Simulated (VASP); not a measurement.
Runs of VASP 6.6.1 on Yb. The structure is that of space group Fm-3m (No. 225), or close to it. The cells are those of the table. 

```csv
cell,k mesh,gap on the mesh (eV),pressure (GPa)
"a = 3.700 Å, angles 60.0°, 1 atom",17 × 17 × 17,-,0.6
"a = 3.648 Å, angles 60.0°, 1 atom",17 × 17 × 17,none,2.2
"a = 3.751 Å, angles 60.0°, 1 atom",17 × 17 × 17,none,0.2
"a = 3.751 Å, angles 60.0°, 1 atom",10 × 10 × 10,none,(a)
"a = 3.895 Å, angles 60.0°, 1 atom",17 × 17 × 17,none,(b)
```

Alike in all rows: task single point; level BLYP; potentials or basis VASP PAW PBE potentials, release 64 (Yb); no spin polarisation; cutoff (eV) 520; smearing fermi-dirac 0.1 eV.

**Question.** Estimate the missing entries.

**Answer.** (a) 0.0; (b) -2.1.

Caveats: the PAW data sets were made with another functional, which shifts forces and pressure a little; spin-orbit coupling is left out, which moves the levels of the heavy elements.

A k mesh can miss the band edges, and the runs leave out spin-orbit coupling on Yb.

A gap of «none» marks levels without a gap at the run's occupations.
